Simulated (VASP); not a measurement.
# NiO2 (P-3m1) in VASP: a series of runs

The runs below take NiO2 through single point, with LDA.

Program: VASP 6.6.1. These are calculated values, not measurements. Logs are shortened: lines on timing, memory, paths and dates and some standing lists are left out, and cuts for length are marked.

## Step 1: The cell of the first run

It takes space group P-3m1 (No. 164, trigonal). The conventional cell has a = 2.894 Å, b = 2.894 Å, c = 3.833 Å, α = 90.00°, β = 90.00°, γ = 120.00°. Within 2.5 Å of Ni (site symmetry -3m) lie 6 O at 1.87 Å. O (site symmetry 3m) has 3 Ni at 1.87 Å and 3 O at 2.37 Å within 2.5 Å.

## Step 2: Single point, LDA (c/a of the conventional cell at fixed volume 1.3245)

INCAR reads:

```
PREC = Accurate ; ENCUT = 520
EDIFF = 1E-6 ; ISMEAR = 0
SIGMA = 0.05 ; LREAL = F
LASPH = T ; NELM = 60
ALGO = Normal ; ISIF = 2
LWAVE = F ; LCHARG = T
GGA = CA ; LELF = T
LVHAR = T ; NBANDS = 18
```

KPOINTS reads:

```
regular mesh
0
Gamma
  12 12 6
```

POSCAR reads:

```
NiO2
1.0
    2.8940625823      0.0000000000      0.0000000000
   -1.4470312911      2.5063317164      0.0000000000
    0.0000000000      0.0000000000      3.8331858902
Ni O
1 2
Direct
    0.0000000000      0.0000000000      0.5000000000
    0.6666666667      0.3333333333      0.7186230907
    0.3333333333      0.6666666667      0.2813769093
```

Potentials or basis: VASP PAW LDA potentials, release 64 (Ni, O).

Command:

```sh
$ cat potpaw_LDA.64/Ni/POTCAR potpaw_LDA.64/O/POTCAR > POTCAR
$ mpirun -np 1 vasp_std > vasp.out
```

OUTCAR:

```text
PREC = Accurate
   ENCUT = 520
   EDIFF = 1E-6
   ISMEAR = 0
   LREAL = F
   LASPH = T
   NELM = 60
   ISIF = 2
   GGA = CA

 ion  position               nearest neighbor table
   1  0.000  0.000  0.500-   2 1.87   3 1.87   3 1.87   2 1.87   2 1.87   3 1.87
   2  0.667  0.333  0.719-   1 1.87   1 1.87   1 1.87
   3  0.333  0.667  0.281-   1 1.87   1 1.87   1 1.87

  LATTYP: Found a hexagonal cell.
 ALAT       =     2.8940625823
 C/A-ratio  =     1.3245000000

  Lattice vectors:

 A1 = (   2.8940625823,   0.0000000000,   0.0000000000)
 A2 = (  -1.4470312911,   2.5063317164,   0.0000000000)
 A3 = (   0.0000000000,   0.0000000000,   3.8331858902)

Analysis of symmetry for initial positions (statically):
=====================================================================
 Subroutine PRICEL returns:
 Original cell was already a primitive cell.

 Routine SETGRP: Setting up the symmetry group for a
 hexagonal supercell.

 Subroutine GETGRP returns: Found 12 space group operations
 (whereof 12 operations were pure point group operations)
 out of a pool of 24 trial point group operations.

The static configuration has the point symmetry D_3d.

Analysis of symmetry for dynamics (positions and initial velocities):
=====================================================================
 Subroutine PRICEL returns:
 Original cell was already a primitive cell.

 Routine SETGRP: Setting up the symmetry group for a
 hexagonal supercell.

 Subroutine GETGRP returns: Found 12 space group operations
 (whereof 12 operations were pure point group operations)
 out of a pool of 24 trial point group operations.

The dynamic configuration has the point symmetry D_3d.

 Subroutine INISYM returns: Found 12 space group operations
 (whereof 12 operations are pure point group operations),
 and found     1 'primitive' translations

----------------------------------------------------------------------------------------

                                     Primitive cell

  volume of cell :      27.8039

  direct lattice vectors                    reciprocal lattice vectors
     2.894062582  0.000000000  0.000000000     0.345535030  0.199494742  0.000000000
    -1.447031291  2.506331716  0.000000000     0.000000000  0.398989485  0.000000000
     0.000000000  0.000000000  3.833185890     0.000000000  0.000000000  0.260879600

  length of vectors
     2.894062582  2.894062582  3.833185890     0.398989485  0.398989485  0.260879600

  position of ions in fractional coordinates (direct lattice)
     0.000000000  0.000000000  0.500000000
     0.666666667  0.333333333  0.718623091
     0.333333333  0.666666667  0.281376909

  ion indices of the primitive-cell ions
   primitive index   ion index
                 1           1
                 2           2
                 3           3

----------------------------------------------------------------------------------------

 KPOINTS: regular mesh

Automatic generation of k-mesh.
 Grid dimensions read from file:
 generate k-points for:   12   12    6

 Generating k-lattice:

  Cartesian coordinates                     Fractional coordinates (reciprocal lattice)
     0.028794586  0.016624562  0.000000000     0.083333333  0.000000000  0.000000000
     0.000000000  0.033249124  0.000000000     0.000000000  0.083333333  0.000000000
     0.000000000  0.000000000  0.043479933     0.000000000  0.000000000  0.166666667

  Length of vectors
     0.033249124  0.033249124  0.043479933

  Shift w.r.t. Gamma in fractional coordinates (k-lattice)
     0.000000000  0.000000000  0.000000000

 Subroutine IBZKPT returns following result:
 ===========================================

 Found    100 irreducible k-points:

 Following reciprocal coordinates:
            Coordinates               Weight
  0.000000  0.000000  0.000000      1.000000
  0.083333 -0.000000  0.000000      6.000000
  0.166667 -0.000000  0.000000      6.000000
  0.250000 -0.000000  0.000000      6.000000
  0.333333 -0.000000  0.000000      6.000000
  0.416667 -0.000000  0.000000      6.000000
[... 16 lines left out ...]
  0.166667 -0.000000  0.166667      6.000000
  0.000000  0.166667  0.166667      6.000000
 [... further k-points ...]
   k-points           NKPTS =    100   k-points in BZ     NKDIM =    100   number of bands    NBANDS=     18
   number of dos      NEDOS =    301   number of ions     NIONS =      3
   total plane-waves  NPLWV =  17280
   dimension x,y,z NGX =    24 NGY =   24 NGZ =   30
   dimension x,y,z NGXF=    48 NGYF=   48 NGZF=   60
   ions per type =               1   2
   NGX,Y,Z   is equivalent  to a cutoff of  13.79, 13.79, 13.01 a.u.
   NGXF,Y,Z  is equivalent  to a cutoff of  27.57, 27.57, 26.02 a.u.
 SYSTEM =  unknown system
   PREC   = accura    normal or accurate (medium, high low for compatibility)
   ISTART =      0    job   : 0-new  1-cont  2-samecut
   ICHARG =      2    charge: 1-file 2-atom 10-const
   ISPIN  =      1    spin polarized calculation?
   LNONCOLLINEAR =      F non collinear calculations
   LSORBIT =      F    spin-orbit coupling
   LASPH  =      T    aspherical Exc in radial PAW
   ENCUT  =  520.0 eV  38.22 Ry    6.18 a.u.   5.38  5.38  7.13*2*pi/ulx,y,z
   NELM   =     60;   NELMIN=  2; NELMDL= -5     # of ELM steps
   EDIFF  = 0.1E-05   stopping-criterion for ELM
   LREAL  =      F    real-space projection
   EDIFFG = 0.1E-04   stopping-criterion for IOM
   NSW    =      0    number of steps for IOM
   IBRION =     -1    ionic relax: 0-MD 1-quasi-New 2-CG
   NFREE  =      0    steps in history (QN), initial steepest desc. (CG)
   ISIF   =      2    stress and relaxation
   ISYM   =      2    0-nonsym 1-usesym 2-fastsym
   POTIM  = 0.5000    time-step for ionic-motion
   TEBEG  =    0.0;   TEEND  =   0.0 temperature during run
   PSTRESS=    0.0 pullay stress
   NELECT =      22.0000    total number of electrons
   NUPDOWN=      -1.0000    fix difference up-down
   EMIN   =  10.00;   EMAX   =-10.00  energy-range for DOS
   EFERMI =   0.00;   METHOD = LEGACY
   ISMEAR =     0;   SIGMA  =   0.05  broadening in eV -4-tet -1-fermi 0-gaus
   EFERMI_NEDOS =   21; number of points for ismear=-14 and -15
   IALGO  =     38    algorithm
   IMIX   =      4    mixing-type and parameters
     AMIX     =   0.40;   BMIX     =  1.00
     AMIX_MAG =   1.60;   BMIX_MAG =  1.00
  volume/ion in A,a.u.               =       9.27        62.54
  Fermi-wavevector in a.u.,A,eV,Ry     =   1.514190  2.861404 31.195034  2.292770
  Thomas-Fermi vector in A             =   2.623880
   LORBIT       =      0    0 simple, 1 ext, 2 COOP (PROOUT), +10 PAW based schemes
   GGA     = CA    functional components
   LHFCALC =     F    Hartree Fock is set to
   AEXX    =    0.0000 exact exchange contribution
   IVDW    =     0    specifies the selected vdW correction
   LEPSILON=     F    determine dielectric tensor
   LRPA    =     F    only Hartree local field effects (RPA)
 non-spin polarized calculation
 Gauss-broadening in eV      SIGMA  =   0.05
  energy-cutoff  :      520.00
  volume of cell :       27.80
 maximum number of plane-waves:       782
 NGX is ok and might be reduce to    24
   NGX = 11   NGY = 11   NGZ = 15

 number of electron      22.0000000 magnetization

 Free energy of the ion-electron system (eV)
  ---------------------------------------------------
  ext. energy  EPLUGINS =         0.00000000
  ---------------------------------------------------
  free energy    TOTEN  =       -20.00374363 eV

  energy without entropy =      -20.00374363  energy(sigma->0) =      -20.00374363

 E-fermi :   4.3418     XC(G=0): -12.3016

 val. band max:        4.1395539507   @ k =   0.0833  -0.0000   0.5000
 cond. band min:       4.5408374755   @ k =   0.3333  -0.0000   0.3333
 fundamental gap:      0.4012835248
 Fermi energy:         4.3417771967

 k-point     1 :       0.0000    0.0000    0.0000
  band No.  band energies     occupation
      1     -15.8282      2.00000
      2     -12.3283      2.00000
      3      -2.1258      2.00000
      4      -2.1258      2.00000
      5      -2.0056      2.00000
      6       1.8431      2.00000
[... 10 lines left out ...]
     17      22.1835      0.00000
     18      22.4567      0.00000

 k-point     2 :       0.0833   -0.0000    0.0000
  band No.  band energies     occupation
      1     -15.7370      2.00000
      2     -12.3697      2.00000
      3      -2.0808      2.00000
      4      -2.0628      2.00000
      5      -1.9011      2.00000
      6       1.5218      2.00000
[... 10 lines left out ...]
     17      22.3984      0.00000
     18      22.4409      0.00000

 k-point     3 :       0.1667   -0.0000    0.0000
  band No.  band energies     occupation
      1     -15.4751      2.00000
      2     -12.4886      2.00000
      3      -1.9548      2.00000
      4      -1.8812      2.00000
      5      -1.5950      2.00000
      6       0.7035      2.00000
[... 10 lines left out ...]
     17      22.1317      0.00000
     18      23.1496      0.00000

 k-point     4 :       0.2500   -0.0000    0.0000
  band No.  band energies     occupation
      1     -15.0762      2.00000
      2     -12.6716      2.00000
      3      -1.8109      2.00000
      4      -1.6065      2.00000
      5      -1.1257      2.00000
      6      -0.2051      2.00000
[... 10 lines left out ...]
     17      21.6276      0.00000
     18      23.2192      0.00000

 k-point     5 :       0.3333   -0.0000    0.0000
  band No.  band energies     occupation
      1     -14.5978      2.00000
      2     -12.9058      2.00000
      3      -1.9705      2.00000
      4      -1.2895      2.00000
      5      -0.7281      2.00000
      6      -0.4293      2.00000
[... 10 lines left out ...]
     17      21.0053      0.00000
     18      22.2667      0.00000

 k-point     6 :       0.4167   -0.0000    0.0000
  band No.  band energies     occupation
      1     -14.1216      2.00000
      2     -13.1821      2.00000
      3      -2.4387      2.00000
      4      -1.0202      2.00000
      5      -0.4099      2.00000
      6       0.0413      2.00000
[... 10 lines left out ...]
     17      20.8283      0.00000
     18      21.7179      0.00000

 k-point     7 :       0.5000   -0.0000    0.0000
  band No.  band energies     occupation
      1     -13.8330      2.00000
      2     -13.3920      2.00000
      3      -2.6481      2.00000
      4      -0.9121      2.00000
      5      -0.0982      2.00000
      6       0.1515      2.00000
[... 10 lines left out ...]
     17      21.0491      0.00000
     18      21.4079      0.00000

 k-point     8 :       0.0833    0.0833    0.0000
  band No.  band energies     occupation
      1     -15.5605      2.00000
      2     -12.4497      2.00000
      3      -1.9860      2.00000
      4      -1.9486      2.00000
      5      -1.6963      2.00000
      6       1.0447      2.00000
[... 10 lines left out ...]
     17      22.2294      0.00000
     18      22.8809      0.00000
[... 229 lines left out ...]
     17      20.2882      0.00000
     18      21.6853      0.00000

 k-point    20 :       0.0000    0.0000    0.1667
  band No.  band energies     occupation
      1     -15.7377      2.00000
      2     -12.5000      2.00000
      3      -2.1113      2.00000
      4      -2.1113      2.00000
      5      -1.7017      2.00000
      6       1.8354      2.00000
[... 10 lines left out ...]
     17      22.1706      0.00000
     18      22.1706      0.00000

 k-point    21 :       0.0833   -0.0000    0.1667
  band No.  band energies     occupation
      1     -15.6481      2.00000
      2     -12.5312      2.00000
      3      -2.1551      2.00000
      4      -2.0641      2.00000
      5      -1.5236      2.00000
      6       1.4723      2.00000
[... 10 lines left out ...]
     17      22.0183      0.00000
     18      22.4579      0.00000

 k-point    22 :       0.0000    0.0833    0.1667
  band No.  band energies     occupation
      1     -15.6475      2.00000
      2     -12.5327      2.00000
      3      -2.1666      2.00000
      4      -2.0330      2.00000
      5      -1.5351      2.00000
      6       1.5148      2.00000
[... 10 lines left out ...]
     17      22.0720      0.00000
     18      22.3850      0.00000

 k-point    23 :       0.1667   -0.0000    0.1667
  band No.  band energies     occupation
      1     -15.3919      2.00000
      2     -12.6203      2.00000
      3      -2.1878      2.00000
      4      -1.9011      2.00000
      5      -1.1464      2.00000
      6       0.6284      2.00000
[... 10 lines left out ...]
     17      21.4567      0.00000
     18      23.1868      0.00000

 k-point    24 :       0.0000    0.1667    0.1667
  band No.  band energies     occupation
      1     -15.3877      2.00000
      2     -12.6308      2.00000
      3      -2.1589      2.00000
      4      -1.8361      2.00000
      5      -1.1868      2.00000
      6       0.7211      2.00000
[... 10 lines left out ...]
     17      21.7645      0.00000
     18      23.0327      0.00000

 [... further k-points ...]
[... 5 lines left out ...]
  --------------------------------------------------------------------------------------
  -------------------------------------------------------------------------------------
  Total       -2.5590469     -2.5590469      0.8575910     -0.0000000     -0.0000000     -0.0000000
  in kB     -147.4628027   -147.4628027     49.4179172     -0.0000000     -0.0000000     -0.0000000
  external PRESSURE =     -81.8358961 kB  Pullay stress =       0.0000000 kB

 VOLUME and BASIS-vectors are now :
 -----------------------------------------------------------------------------
  energy-cutoff  :      520.00
  volume of cell :       27.80
      direct lattice vectors                 reciprocal lattice vectors
     2.894062582  0.000000000  0.000000000     0.345535030  0.199494742  0.000000000
    -1.447031291  2.506331716  0.000000000     0.000000000  0.398989485  0.000000000
     0.000000000  0.000000000  3.833185890     0.000000000  0.000000000  0.260879600

 POSITION                                       TOTAL-FORCE (eV/Angst)
 -----------------------------------------------------------------------------------
      0.00000      0.00000      1.91659        -0.000000      0.000000     -0.000000
      1.44703      0.83544      2.75462         0.000000      0.000000      0.388579
     -0.00000      1.67089      1.07857        -0.000000      0.000000     -0.388579
 -----------------------------------------------------------------------------------
    total drift:                                0.000000     -0.000000      0.000000

  FREE ENERGIE OF THE ION-ELECTRON SYSTEM (eV)
  ---------------------------------------------------
  free  energy   TOTEN  =       -20.0037436304 eV

  energy  without entropy=      -20.0037436303  energy(sigma->0) =      -20.00374363
```

It took 17 s on 1 thread of Intel Xeon 6975P-C (Granite Rapids), shared host; peak memory 0.16 GiB.

What came out:

```yaml
Free_energy: -20.0037 eV
Pressure: -8.2 GPa
Largest_force: 0.389 eV/Å
Band_gap_on_the_k_mesh: 0.40 eV, indirect (least direct gap 0.75 eV)
```

Forces in eV/Å, atoms in the order of the input:
```
Ni   0.000  0.000  0.000
O    0.000  0.000  0.389
O    0.000  0.000 -0.389
```

 Spin polarisation is off, so any magnetic state and its effect on volume and gap are missing.

## Step 3: Single point, LDA (c/a of the conventional cell at fixed volume 1.4565)

INCAR reads:

```
  PREC = Accurate
  ENCUT = 520
  EDIFF = 1E-7
  ISMEAR = 0
  SIGMA = 0.05
  LREAL = False
  LASPH = True
  NELM = 100
  ALGO = Normal
  ISIF = 2
  LWAVE = False
  LCHARG = False
  NBANDS = 18
```

KPOINTS reads:

```
Automatic mesh
0
Gamma
  12 12 6
```

POSCAR reads:

```
NiO2
1.0
    2.8038519370      0.0000000000      0.0000000000
   -1.4019259685      2.4282070059      0.0000000000
    0.0000000000      0.0000000000      4.0838103463
Ni O
1 2
Direct
    0.0000000000      0.0000000000      0.5000000000
    0.6666666667      0.3333333333      0.6948483030
    0.3333333333      0.6666666667      0.3051516970
```

Potentials or basis: VASP PAW LDA potentials, release 64 (Ni, O).

Command:

```sh
$ cat potpaw_LDA.64/Ni/POTCAR potpaw_LDA.64/O/POTCAR > POTCAR
$ mpirun -np 1 vasp_std > vasp.out
```

Wall time 16 s (1 thread of Intel Xeon 6975P-C (Granite Rapids), shared host); peak memory 0.16 GiB.

It converged, with:

```
Free energy            : -19.9108 eV
Pressure               : 15.7 GPa
Largest force          : 2.264 eV/Å
Band gap on the k mesh : 0.61 eV, indirect (least direct gap 1.12 eV)
```

Forces on the atoms (eV/Å):
```
Ni   0.000  0.000  0.000
O    0.000  0.000  2.264
O    0.000  0.000 -2.264
```

Stress tensor (GPa, compression positive):
```
13.59  0.00  0.00
 0.00 13.59  0.00
 0.00  0.00 19.78
```

Levels at points of the mesh, in eV from the valence-band top:
```
           k point  band 7  band 8  band 9  band 10  band 11  band 12  band 13  band 14  band 15  band 16
(0.00, 0.00, 0.00)   -2.68   -1.72   -1.72    -1.06    -0.37     2.21     2.21     7.85    10.98    17.05
(0.50, 0.00, 0.00)   -4.17   -2.47   -2.45    -2.27    -1.26     1.21     2.27    12.60    12.70    13.84
(0.00, 0.00, 0.50)   -2.70   -2.70   -1.79    -1.79    -0.01     2.29     2.29     9.76    10.98    14.93
(0.50, 0.00, 0.50)   -4.02   -2.45   -2.24    -1.50    -1.39     1.21     2.11    11.01    13.11    15.13
```

Caveat: forces of over 1 eV/Å act on the atoms, so gaps and moduli don't describe the material at rest.

[end of part 1 of 2]
